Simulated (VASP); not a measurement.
# Al (P-1) in VASP: notebook, part 2 of 2

VASP 6.6.1. Earlier steps stand in the parts before.

## 6. Single point, PBEsol-based screened hybrid

POSCAR

```
Al
1.0
   -0.0204552100      1.9706540500      2.0438328400
    2.0026569100      0.0099662700      2.0134113600
    2.0592944800      1.9968701300     -0.0466712900
Al
1
Direct
    0.0000000000      0.0000000000      0.0000000000
```

INCAR.step1

```
PREC = Accurate
ENCUT = 400
EDIFF = 1E-5
ISMEAR = -1
SIGMA = 0.05
LREAL = F
LASPH = T
NELM = 120
ALGO = Normal
ISIF = 2
LWAVE = T
LCHARG = F
GGA = PE
NBANDS = 8
GGA_COMPAT = F
```

INCAR.step2

```
PREC = Accurate
ENCUT = 400
EDIFF = 1E-6
ISMEAR = -1
SIGMA = 0.05
LREAL = F
LASPH = T
NELM = 120
ALGO = Normal
ISIF = 2
LWAVE = F
LCHARG = F
GGA = PS
LHFCALC = T
AEXX = 0.25
HFSCREEN = 0.207
PRECFOCK = Normal
ISTART = 1
NBANDS = 8
GGA_COMPAT = F
```

KPOINTS

```
regular mesh
0
Gamma
  6 6 6
```

Potentials or basis: VASP PAW PBE potentials, release 64 (Al).

Command:

```console
$ cat potpaw_PBE.64/Al/POTCAR > POTCAR
$ cp INCAR.step1 INCAR
$ mpirun -np 1 vasp_std > vasp.out
$ cp INCAR.step2 INCAR
$ mpirun -np 1 vasp_std > vasp.out
```

OUTCAR:

```text
PREC = Accurate
   ENCUT = 400
   EDIFF = 1E-6
   ISMEAR = -1
   LREAL = F
   LASPH = T
   NELM = 120
   ISIF = 2
   GGA = PS
   LHFCALC = T
   AEXX = 0.25
   HFSCREEN = 0.207
   PRECFOCK = Normal
   ISTART = 1

 ion  position               nearest neighbor table
   1  0.000  0.000  0.000-

  LATTYP: Found a triclinic cell.
 ALAT       =     4.8932994550
 B/A-ratio  =     0.9921520640
 C/A-ratio  =     1.5454074236
 COS(alpha) =     0.0035236391
 COS(beta)  =     0.5577824530
 COS(gamma) =     0.8268074114

  Lattice vectors:

 A1 = (  -4.0257690300,   1.9507215100,  -1.9829898800)
 A2 = (  -1.9664745500,   3.9475916400,  -2.0296611700)
 A3 = (  -6.1212458700,  -4.0037065300,  -1.9200687800)

Analysis of symmetry for initial positions (statically):
=====================================================================
 Subroutine PRICEL returns:
 Original cell was already a primitive cell.

 Routine SETGRP: Setting up the symmetry group for a
 triclinic supercell.

 Subroutine GETGRP returns: Found  2 space group operations
 (whereof  2 operations were pure point group operations)
 out of a pool of  2 trial point group operations.

The static configuration has the point symmetry S_2 .

Analysis of symmetry for dynamics (positions and initial velocities):
=====================================================================
 Subroutine PRICEL returns:
 Original cell was already a primitive cell.

 Routine SETGRP: Setting up the symmetry group for a
 triclinic supercell.

 Subroutine GETGRP returns: Found  2 space group operations
 (whereof  2 operations were pure point group operations)
 out of a pool of  2 trial point group operations.

The dynamic configuration has the point symmetry S_2 .

 Subroutine INISYM returns: Found  2 space group operations
 (whereof  2 operations are pure point group operations),
 and found     1 'primitive' translations

----------------------------------------------------------------------------------------

                                     Primitive cell

  volume of cell :      16.5686

  direct lattice vectors                    reciprocal lattice vectors
    -0.020455210  1.970654050  2.043832840    -0.242686930  0.255885821  0.240124020
     2.002656910  0.009966270  2.013411360     0.251876327 -0.253968071  0.247395668
     2.059294480  1.996870130 -0.046671290     0.238243693  0.249524832 -0.238206270

  length of vectors
     2.839216173  2.839816778  2.868860798     0.426654479  0.434909280  0.419243278

  position of ions in fractional coordinates (direct lattice)
     0.000000000  0.000000000  0.000000000

  ion indices of the primitive-cell ions
   primitive index   ion index
                 1           1

----------------------------------------------------------------------------------------

 KPOINTS: regular mesh

[... 26 lines left out ...]
  0.333333  0.000000  0.000000      2.000000
  0.500000 -0.000000 -0.000000      1.000000
  0.000000  0.166667 -0.000000      2.000000
  0.166667  0.166667  0.000000      2.000000
[... 16 lines left out ...]
  0.333333 -0.000000  0.166667      2.000000
  0.500000 -0.000000  0.166667      2.000000
 [... further k-points ...]
   k-points           NKPTS =    112   k-points in BZ     NKDIM =    216   number of bands    NBANDS=      8
   number of dos      NEDOS =    301   number of ions     NIONS =      1
   total plane-waves  NPLWV =   8000
   dimension x,y,z NGX =    20 NGY =   20 NGZ =   20
   dimension x,y,z NGXF=    40 NGYF=   40 NGZF=   40
   ions per type =               1
   NGX,Y,Z   is equivalent  to a cutoff of  11.71, 11.71, 11.59 a.u.
   NGXF,Y,Z  is equivalent  to a cutoff of  23.42, 23.42, 23.18 a.u.
 SYSTEM =  unknown system
   PREC   = accura    normal or accurate (medium, high low for compatibility)
   ISTART =      1    job   : 0-new  1-cont  2-samecut
   ICHARG =      0    charge: 1-file 2-atom 10-const
   ISPIN  =      1    spin polarized calculation?
   LNONCOLLINEAR =      F non collinear calculations
   LSORBIT =      F    spin-orbit coupling
   LASPH  =      T    aspherical Exc in radial PAW
   ENCUT  =  400.0 eV  29.40 Ry    5.42 a.u.   4.63  4.63  4.68*2*pi/ulx,y,z
   NELM   =    120;   NELMIN=  2; NELMDL=  0     # of ELM steps
   EDIFF  = 0.1E-05   stopping-criterion for ELM
   LREAL  =      F    real-space projection
   EDIFFG = 0.1E-04   stopping-criterion for IOM
   NSW    =      0    number of steps for IOM
   IBRION =     -1    ionic relax: 0-MD 1-quasi-New 2-CG
   NFREE  =      0    steps in history (QN), initial steepest desc. (CG)
   ISIF   =      2    stress and relaxation
   ISYM   =      3    0-nonsym 1-usesym 2-fastsym
   POTIM  = 0.5000    time-step for ionic-motion
   TEBEG  =    0.0;   TEEND  =   0.0 temperature during run
   PSTRESS=    0.0 pullay stress
   NELECT =       3.0000    total number of electrons
   NUPDOWN=      -1.0000    fix difference up-down
   EMIN   =  10.00;   EMAX   =-10.00  energy-range for DOS
   EFERMI =   0.00;   METHOD = LEGACY
   ISMEAR =    -1;   SIGMA  =   0.05  broadening in eV -4-tet -1-fermi 0-gaus
   EFERMI_NEDOS =   21; number of points for ismear=-14 and -15
   IALGO  =     38    algorithm
   IMIX   =      1    mixing-type and parameters
     AMIX     =   0.40;   BMIX     =  1.00
     AMIX_MAG =   1.60;   BMIX_MAG =  1.00
  volume/ion in A,a.u.               =      16.57       111.81
  Fermi-wavevector in a.u.,A,eV,Ry     =   0.926161  1.750191 11.670728  0.857774
  Thomas-Fermi vector in A             =   2.052094
   LORBIT       =      0    0 simple, 1 ext, 2 COOP (PROOUT), +10 PAW based schemes
   GGA     = PS    functional components
   LHFCALC =     T    Hartree Fock is set to
   PRECFOCK=normal    Normal, Fast or Accurate (Low or Medium for compatibility)
   ENCUT4O =  -1.0   cutoff for four orbital integrals eV
   NKREDX  =     1    reduce k-point grid by
   NKREDY  =     1    reduce k-point grid by
   NKREDZ  =     1    reduce k-point grid by
   AEXX    =    0.2500 exact exchange contribution
   HFSCREEN=    0.2070 screening length (either q_TF or 0.3 A-1)
   HFSCREENC=   0.2070 screening length for correlation (either q_TF or 0.3 A-1)
   ENCUTFOCK=  -1.0 apply spherical cutoff to Coloumb kernel
   IVDW    =     0    specifies the selected vdW correction
   LEPSILON=     F    determine dielectric tensor
   LRPA    =     F    only Hartree local field effects (RPA)
 non-spin polarized calculation
  energy-cutoff  :      400.00
  volume of cell :       16.57
 maximum number of plane-waves:       310
 NGX is ok and might be reduce to    20
  NGX = 14; NGY = 14; NGZ = 16

 number of electron       3.0000000 magnetization

 Free energy of the ion-electron system (eV)
  ---------------------------------------------------
  ext. energy  EPLUGINS =         0.00000000
  ---------------------------------------------------
  free energy    TOTEN  =        -4.38262331 eV

  energy without entropy =       -4.38089230  energy(sigma->0) =       -4.38175780

 E-fermi :   8.1926     XC(G=0):  -8.4495

 val. band max:        8.0986006522   @ k =  -0.3333  -0.3333   0.3333
 cond. band min:       8.2066728928   @ k =  -0.3333   0.3333  -0.0000
 fundamental gap:      0.1080722406
 Fermi energy:         8.1926392231

 k-point     1 :       0.0000    0.0000    0.0000
  band No.  band energies     occupation
      1      -4.7595      2.00000
      2      20.7748      0.00000
      3      21.8200      0.00000
      4      22.1264      0.00000
      5      22.1756      0.00000
      6      23.0587      0.00000
      7      23.7403      0.00000
      8      25.5814      0.00000
[... 243 lines left out ...]
 k-point    24 :       0.5000   -0.0000    0.1667
  band No.  band energies     occupation
      1       2.1121      2.00000
      2       4.9515      2.00000
      3      15.1580      0.00000
      4      17.0490      0.00000
      5      18.8556      0.00000
      6      24.8356      0.00000
      7      26.3235      0.00000
      8      28.7063      0.00000

 [... further k-points ...]

------------------------ aborting loop because EDIFF is reached ----------------------------------------

  FORCE on cell =-STRESS in cart. coord.  units (eV):
  Direction    XX          YY          ZZ          XY          YZ          ZX
  --------------------------------------------------------------------------------------
  -------------------------------------------------------------------------------------
  Total       -0.5492770      0.3139987     -0.3192731     -0.0863676     -0.0107040      0.3973576
  in kB      -53.1148305     30.3635267    -30.8735604     -8.3517108     -1.0350764     38.4243005
  external PRESSURE =     -17.8749547 kB  Pullay stress =       0.0000000 kB

 VOLUME and BASIS-vectors are now :
 -----------------------------------------------------------------------------
  energy-cutoff  :      400.00
  volume of cell :       16.57
      direct lattice vectors                 reciprocal lattice vectors
    -0.020455210  1.970654050  2.043832840    -0.242686930  0.255885821  0.240124020
     2.002656910  0.009966270  2.013411360     0.251876327 -0.253968071  0.247395668
     2.059294480  1.996870130 -0.046671290     0.238243693  0.249524832 -0.238206270

 POSITION                                       TOTAL-FORCE (eV/Angst)
 -----------------------------------------------------------------------------------
      0.00000      0.00000      0.00000         0.000000      0.000000     -0.000000
 -----------------------------------------------------------------------------------
    total drift:                               -0.000004     -0.000019      0.000041

  FREE ENERGIE OF THE ION-ELECTRON SYSTEM (eV)
  ---------------------------------------------------
  free  energy   TOTEN  =        -4.3826233062 eV

  energy  without entropy=       -4.3808922965  energy(sigma->0) =       -4.38175780
```

OUTCAR.step1:

```text
PREC = Accurate
   ENCUT = 400
   EDIFF = 1E-5
   ISMEAR = -1
   LREAL = F
[... 485 lines left out ...]

 POSITION                                       TOTAL-FORCE (eV/Angst)
 -----------------------------------------------------------------------------------
      0.00000      0.00000      0.00000         0.000000      0.000000     -0.000000
 -----------------------------------------------------------------------------------
    total drift:                               -0.000000     -0.000000     -0.000000

  FREE ENERGIE OF THE ION-ELECTRON SYSTEM (eV)
  ---------------------------------------------------
  free  energy   TOTEN  =        -3.8009541212 eV

  energy  without entropy=       -3.7986077778  energy(sigma->0) =       -3.79978095
```

OSZICAR.step1:

```text
N       E                     dE             d eps       ncg     rms          rms(c)
DAV:   1    -0.284105020120E+01   -0.28411E+01   -0.70355E+02  1840   0.154E+02
DAV:   2    -0.381946062663E+01   -0.97841E+00   -0.97264E+00  2552   0.160E+01
DAV:   3    -0.382312883166E+01   -0.36682E-02   -0.36676E-02  2264   0.106E+00
DAV:   4    -0.382313669374E+01   -0.78621E-05   -0.78617E-05  2864   0.436E-02
DAV:   5    -0.382313670486E+01   -0.11116E-07   -0.11924E-07  2288   0.101E-03    0.128E+00
DAV:   6    -0.381026946177E+01    0.12867E-01   -0.16561E-03  2312   0.187E-01    0.743E-01
DAV:   7    -0.380096007627E+01    0.93094E-02   -0.49390E-03  2400   0.302E-01    0.145E-01
DAV:   8    -0.380095412124E+01    0.59550E-05   -0.13642E-05  2448   0.249E-02
   1 F= -.38009541E+01 E0= -.37997809E+01  d E =-.234634E-02
```

It took 16 min on 1 thread of AMD EPYC 7R13, shared host; peak memory 0.19 GiB.

What came out:

* Free energy: -4.3826 eV
* Pressure: -1.8 GPa

Caveat: the k points lie up to 0.46 Å⁻¹ apart; the PAW data sets were made with another functional, which shifts forces and pressure a little.

## 7. Summary

| level | k mesh | cutoff (eV) | grid for exact exchange (PRECFOCK) | share of exact exchange | screening parameter | gap on the mesh (eV) | pressure (GPa) |
| --- | --- | --- | --- | --- | --- | --- | --- |
| r2SCAN | 8 × 8 × 8 | 520 | - | - | - | none | -3.3 |
| r2SCAN | 10 × 10 × 10 | 520 | - | - | - | none | -3.6 |
| PBE | 11 × 11 × 11 | 520 | - | - | - | none | -0.1 |
| PBEsol-based screened hybrid | 6 × 6 × 6 | 400 | Normal | 0.25 | 0.207 1/Å | none | -1.8 |

Alike in all rows: task single point; potentials or basis VASP PAW PBE potentials, release 64 (Al); no spin polarisation; cell as given; smearing fermi-dirac 0.05 eV.

Caveats: some runs use coarse meshes; the PAW data sets were made with another functional, which shifts forces and pressure a little (some runs).

Absolute energies hang on the potentials; compare differences alone.
